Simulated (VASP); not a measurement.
# Ca (I4/mmm) in VASP: notebook

The runs below take Ca through single point, with LDA.

Program: VASP 6.6.1. These are calculated values, not measurements. Logs are shortened: lines on timing, memory, paths and dates and some standing lists are left out, and cuts for length are marked.

### Step 1. The cell of the first run

It takes space group I4/mmm (No. 139, tetragonal). The conventional cell has a = 3.952 Å, b = 3.952 Å, c = 5.421 Å, α = 90.00°, β = 90.00°, γ = 90.00°. Ca (site symmetry 4/mmm) has 12 Ca at 3.89 to 3.95 Å within 5.1 Å.

### Step 2. Single point, LDA (strain -0.0300 x Voigt [1, 0, 0, 0, 0, 0])

Contents of INCAR:

```
SYSTEM = Ca
ALGO = Fast
EDIFF = 1E-7
ENCUT = 520
ISIF = 2
ISMEAR = 0
LASPH = .TRUE.
LCHARG = .TRUE.
LELF = .TRUE.
LREAL = .FALSE.
LVHAR = .TRUE.
LWAVE = .FALSE.
NBANDS = 11
NELM = 80
PREC = Accurate
SIGMA = 0.15
```

Contents of KPOINTS:

```
k-points
0
G
  14 14 14
  0 0 0
```

Contents of POSCAR:

```
Ca
1.0
    0.0000000000      2.7942000000      2.7942000000
    2.7103740000      0.0000000000      2.7942000000
    2.7103740000      2.7942000000      0.0000000000
Ca
1
Direct
    0.0000000000      0.0000000000      0.0000000000
```

Potentials or basis: VASP PAW LDA potentials, release 64 (Ca_sv).

Started as:

```
$ cat potpaw_LDA.64/Ca_sv/POTCAR > POTCAR
$ mpirun -np 1 vasp_std > vasp.out
```

OUTCAR:

```text
SYSTEM = Ca
   EDIFF = 1E-7
   ENCUT = 520
   ISIF = 2
   ISMEAR = 0
   LASPH = .TRUE.
   LREAL = .FALSE.
   NELM = 80
   PREC = Accurate

 ion  position               nearest neighbor table
   1  0.000  0.000  0.000-

  LATTYP: Found a body centered tetragonal cell.
 ALAT       =     3.9515955360
 C/A-ratio  =     1.3717871555

  Lattice vectors:

 A1 = (  -2.7103740000,   0.0000000000,  -2.7942000000)
 A2 = (  -2.7103740000,   0.0000000000,   2.7942000000)
 A3 = (   2.7103740000,   2.7942000000,   0.0000000000)

Analysis of symmetry for initial positions (statically):
=====================================================================
 Subroutine PRICEL returns:
 Original cell was already a primitive cell.

 Routine SETGRP: Setting up the symmetry group for a
 body centered tetragonal supercell.

 Subroutine GETGRP returns: Found 16 space group operations
 (whereof 16 operations were pure point group operations)
 out of a pool of 16 trial point group operations.

The static configuration has the point symmetry D_4h.

Analysis of symmetry for dynamics (positions and initial velocities):
=====================================================================
 Subroutine PRICEL returns:
 Original cell was already a primitive cell.

 Routine SETGRP: Setting up the symmetry group for a
 body centered tetragonal supercell.

 Subroutine GETGRP returns: Found 16 space group operations
 (whereof 16 operations were pure point group operations)
 out of a pool of 16 trial point group operations.

The dynamic configuration has the point symmetry D_4h.

 Subroutine INISYM returns: Found 16 space group operations
 (whereof 16 operations are pure point group operations),
 and found     1 'primitive' translations

----------------------------------------------------------------------------------------

                                     Primitive cell

  volume of cell :      42.3228

  direct lattice vectors                    reciprocal lattice vectors
     0.000000000  2.794200000  2.794200000    -0.184476386  0.178942094  0.178942094
     2.710374000  0.000000000  2.794200000     0.184476386 -0.178942094  0.178942094
     2.710374000  2.794200000  0.000000000     0.184476386  0.178942094 -0.178942094

  length of vectors
     3.951595536  3.892772901  3.892772901     0.313164626  0.313164626  0.313164626

  position of ions in fractional coordinates (direct lattice)
     0.000000000  0.000000000  0.000000000

  ion indices of the primitive-cell ions
   primitive index   ion index
[... 77 lines left out ...]
   IBRION =     -1    ionic relax: 0-MD 1-quasi-New 2-CG
   NFREE  =      0    steps in history (QN), initial steepest desc. (CG)
   ISIF   =      2    stress and relaxation
   ISYM   =      2    0-nonsym 1-usesym 2-fastsym
   POTIM  = 0.5000    time-step for ionic-motion
   TEBEG  =    0.0;   TEEND  =   0.0 temperature during run
   PSTRESS=    0.0 pullay stress
   NELECT =      10.0000    total number of electrons
   NUPDOWN=      -1.0000    fix difference up-down
   EMIN   =  10.00;   EMAX   =-10.00  energy-range for DOS
   EFERMI =   0.00;   METHOD = LEGACY
   ISMEAR =     0;   SIGMA  =   0.15  broadening in eV -4-tet -1-fermi 0-gaus
   EFERMI_NEDOS =   21; number of points for ismear=-14 and -15
   IALGO  =     68    algorithm
   IMIX   =      4    mixing-type and parameters
     AMIX     =   0.40;   BMIX     =  1.00
     AMIX_MAG =   1.60;   BMIX_MAG =  1.00
  volume/ion in A,a.u.               =      42.32       285.61
  Fermi-wavevector in a.u.,A,eV,Ry     =   1.012084  1.912562 13.936652  1.024315
  Thomas-Fermi vector in A             =   2.145173
   LORBIT       =      0    0 simple, 1 ext, 2 COOP (PROOUT), +10 PAW based schemes
   GGA     = CA    functional components
   LHFCALC =     F    Hartree Fock is set to
   AEXX    =    0.0000 exact exchange contribution
   IVDW    =     0    specifies the selected vdW correction
   LEPSILON=     F    determine dielectric tensor
   LRPA    =     F    only Hartree local field effects (RPA)
 non-spin polarized calculation
 RMM-DIIS sequential band-by-band and
 Gauss-broadening in eV      SIGMA  =   0.15
  energy-cutoff  :      520.00
  volume of cell :       42.32
 maximum number of plane-waves:      1166
 NGX is ok and might be reduce to    30
   NGX = 15   NGY = 15   NGZ = 15

 number of electron      10.0000000 magnetization

 number of electron       9.9999999 magnetization

 Free energy of the ion-electron system (eV)
  ---------------------------------------------------
  ext. energy  EPLUGINS =         0.00000000
  ---------------------------------------------------
  free energy    TOTEN  =        -2.18848487 eV

  energy without entropy =       -2.17315077  energy(sigma->0) =       -2.18081782

 E-fermi :   1.7750     XC(G=0):  -7.9547

 val. band max:        1.7619225631   @ k =  -0.2857   0.3571   0.2143
 cond. band min:       1.7750148709   @ k =  -0.4286   0.1429   0.1429
 fundamental gap:      0.0130923077
 Fermi energy:         1.7749507513

 k-point     1 :       0.0000    0.0000    0.0000
  band No.  band energies     occupation
      1     -39.8019      2.00000
      2     -21.0120      2.00000
      3     -21.0120      2.00000
      4     -21.0092      2.00000
      5      -2.2428      2.00000
      6       3.9355      0.00000
      7       3.9355      0.00000
      8       4.0702      0.00000
      9       4.9478      0.00000
     10       5.1198      0.00000
     11      10.9758      0.00000
[... 309 lines left out ...]
 k-point    24 :       0.2857    0.1429    0.0000
  band No.  band energies     occupation
      1     -39.7935      2.00000
      2     -21.0817      2.00000
      3     -21.0301      2.00000
      4     -21.0286      2.00000
      5      -1.0439      2.00000
      6       3.0610      0.00000
      7       3.9222      0.00000
      8       4.3370      0.00000
      9       4.7311      0.00000
     10       5.3507      0.00000
     11       9.4489      0.00000

 [... further k-points ...]
[... 5 lines left out ...]
  --------------------------------------------------------------------------------------
  -------------------------------------------------------------------------------------
  Total       -0.4247465     -0.4762817     -0.4762817      0.0000000      0.0000000      0.0000000
  in kB      -16.0792668    -18.0301893    -18.0301893      0.0000000      0.0000000      0.0000000
  external PRESSURE =     -17.3798818 kB  Pullay stress =       0.0000000 kB

 VOLUME and BASIS-vectors are now :
 -----------------------------------------------------------------------------
  energy-cutoff  :      520.00
  volume of cell :       42.32
      direct lattice vectors                 reciprocal lattice vectors
     0.000000000  2.794200000  2.794200000    -0.184476386  0.178942094  0.178942094
     2.710374000  0.000000000  2.794200000     0.184476386 -0.178942094  0.178942094
     2.710374000  2.794200000  0.000000000     0.184476386  0.178942094 -0.178942094

 POSITION                                       TOTAL-FORCE (eV/Angst)
 -----------------------------------------------------------------------------------
      0.00000      0.00000      0.00000         0.000000     -0.000000     -0.000000
 -----------------------------------------------------------------------------------
    total drift:                               -0.000000     -0.000000      0.000000

  FREE ENERGIE OF THE ION-ELECTRON SYSTEM (eV)
  ---------------------------------------------------
  free  energy   TOTEN  =        -2.1884848692 eV

  energy  without entropy=       -2.1731507704  energy(sigma->0) =       -2.18081782
```

OSZICAR:

```text
N       E                     dE             d eps       ncg     rms          rms(c)
DAV:   1     0.658326399154E+02    0.65833E+02   -0.49845E+03  5368   0.821E+02
DAV:   2    -0.650391006603E+00   -0.66483E+02   -0.65842E+02  5872   0.208E+02
DAV:   3    -0.212740979690E+01   -0.14770E+01   -0.14576E+01  7828   0.304E+01
DAV:   4    -0.220153440430E+01   -0.74125E-01   -0.73688E-01  7163   0.542E+00
DAV:   5    -0.220319279390E+01   -0.16584E-02   -0.16581E-02  7484   0.666E-01    0.229E+00
RMM:   6    -0.219203174529E+01    0.11161E-01   -0.10621E-02  5661   0.114E+00    0.142E+00
RMM:   7    -0.218870138764E+01    0.33304E-02   -0.23237E-02  6312   0.192E+00    0.116E-01
RMM:   8    -0.218833788371E+01    0.36350E-03   -0.58185E-03  6319   0.906E-01    0.290E-02
RMM:   9    -0.218845114231E+01   -0.11326E-03   -0.15328E-03  7761   0.426E-01    0.260E-02
RMM:  10    -0.218847712031E+01   -0.25978E-04   -0.27211E-04  8339   0.161E-01    0.726E-03
RMM:  11    -0.218848515303E+01   -0.80327E-05   -0.56661E-05  8740   0.654E-02    0.129E-02
RMM:  12    -0.218848545310E+01   -0.30007E-06   -0.59415E-06  8346   0.234E-02    0.127E-02
RMM:  13    -0.218848467085E+01    0.78225E-06   -0.40883E-06  8891   0.157E-02    0.121E-03
RMM:  14    -0.218848481293E+01   -0.14209E-06   -0.10227E-06  7525   0.664E-03    0.596E-04
RMM:  15    -0.218848486920E+01   -0.56271E-07   -0.31009E-07  6305   0.338E-03
   1 F= -.21884849E+01 E0= -.21808178E+01  d E =-.153341E-01
```

stdout:

```text
POSCAR found type information on POSCAR Ca
 POSCAR found :  1 types and       1 ions
 scaLAPACK will be used
 LDA part: xc-table for (Slater(with rela. corr.)+CA(PZ))
 , standard interpolation
 POSCAR, INCAR and KPOINTS ok, starting setup
 FFT: planning ... GRIDC
 FFT: planning ... GRID_SOFT
 FFT: planning ... GRID
 WAVECAR not read
 entering main loop
WARNING in EDDRMM: call to ZHEGV failed, returncode =   6  3      9
WARNING in EDDRMM: call to ZHEGV failed, returncode =   8  4      7
WARNING in EDDRMM: call to ZHEGV failed, returncode =   8  4      8
WARNING in EDDRMM: call to ZHEGV failed, returncode =   8  4      5
WARNING in EDDRMM: call to ZHEGV failed, returncode =   8  4      9
WARNING in EDDRMM: call to ZHEGV failed, returncode =   6  3      8
WARNING in EDDRMM: call to ZHEGV failed, returncode =   8  4      5
WARNING in EDDRMM: call to ZHEGV failed, returncode =   6  3      6
WARNING in EDDRMM: call to ZHEGV failed, returncode =   6  3     11
WARNING in EDDRMM: call to ZHEGV failed, returncode =   6  3      6
WARNING in EDDRMM: call to ZHEGV failed, returncode =   6  3      7
WARNING in EDDRMM: call to ZHEGV failed, returncode =   6  3      5
WARNING in EDDRMM: call to ZHEGV failed, returncode =   6  3      5
```

Run time: 3.8 min. Hardware: 1 thread of Intel Xeon 8259CL, shared host; peak memory 0.23 GiB.

Results:

```
Free energy            : -2.1885 eV
Pressure               : -1.7 GPa
Band gap on the k mesh : zero (bands 5 and 6 overlap by 0.24 eV)
```

Stress tensor (GPa, compression positive):
```
-1.61  0.00  0.00
 0.00 -1.80  0.00
 0.00  0.00 -1.80
```

Levels at points of the mesh, in eV from the Fermi level:
| k point | band 3 | band 4 | band 5 | band 6 | band 7 | band 8 |
| --- | --- | --- | --- | --- | --- | --- |
| (0.00, 0.00, 0.00) | -22.79 | -22.78 | -4.02 | 2.16 | 2.16 | 2.30 |
| (0.50, 0.00, 0.00) | -22.81 | -22.80 | -1.04 | -0.10 | 2.01 | 2.18 |
| (0.50, 0.50, 0.00) | -22.84 | -22.83 | -0.52 | 0.52 | 0.90 | 3.94 |
| (0.00, 0.50, 0.50) | -22.84 | -22.84 | -0.43 | 0.45 | 1.19 | 3.94 |

Caveat: the cell differs from its parent crystal (strain -0.0300 x Voigt [1, 0, 0, 0, 0, 0]).

### Step 3. Single point, LDA (strain -0.0200 x Voigt [1, 0, 0, 0, 0, 0])

Contents of INCAR:

```
PREC     = Accurate       # precision mode
ENCUT    = 520            # plane-wave cutoff, eV
EDIFF    = 1E-6           # SCF threshold, eV
ISMEAR   = 0              # smearing method
SIGMA    = 0.15           # smearing width, eV
LREAL    = F              # projectors in reciprocal space
LASPH    = T              # aspherical terms in the spheres
NELM     = 60             # most SCF steps
ALGO     = Normal         # electronic algorithm
ISIF     = 2              # what is computed and relaxed
LWAVE    = F              # write WAVECAR
LCHARG   = F              # write CHGCAR
NBANDS   = 11             # bands
```

Contents of KPOINTS:

```
Automatic mesh
0
Gamma
  14 14 14
```

Contents of POSCAR:

```
Ca
1.0
    0.0000000000      2.7942000000      2.7942000000
    2.7383160000      0.0000000000      2.7942000000
    2.7383160000      2.7942000000      0.0000000000
Ca
1
Direct
    0.0000000000      0.0000000000      0.0000000000
```

Potentials or basis: VASP PAW LDA potentials, release 64 (Ca_sv).

Started as:

```
$ cat potpaw_LDA.64/Ca_sv/POTCAR > POTCAR
$ mpirun -np 1 vasp_std > vasp.out
```

Run time: 2.2 min. Hardware: 1 thread of Intel Xeon 8259CL, shared host; peak memory 0.24 GiB.

The run converged. Its results:

* Free energy: -2.1839 eV
* Pressure: -1.9 GPa
* Band gap on the k mesh: zero (bands 5 and 6 overlap by 0.26 eV)

Stress tensor (GPa, compression positive):
```
-1.80  0.00  0.00
 0.00 -1.94  0.00
 0.00  0.00 -1.94
```

Levels at points of the mesh, in eV from the Fermi level:
| k point | band 3 | band 4 | band 5 | band 6 | band 7 | band 8 |
| --- | --- | --- | --- | --- | --- | --- |
| (0.00, 0.00, 0.00) | -22.81 | -22.81 | -4.00 | 2.16 | 2.16 | 2.25 |
| (0.50, 0.00, 0.00) | -22.83 | -22.83 | -1.03 | -0.11 | 2.03 | 2.14 |
| (0.50, 0.50, 0.00) | -22.86 | -22.86 | -0.50 | 0.51 | 0.91 | 3.91 |
| (0.00, 0.50, 0.50) | -22.86 | -22.86 | -0.44 | 0.47 | 1.11 | 3.90 |

Caveat: the cell differs from its parent crystal (strain -0.0200 x Voigt [1, 0, 0, 0, 0, 0]).

(Continued in part 2 of 2.)

The gap in the log of VASP goes by the Fermi energy; the results here count the filled bands.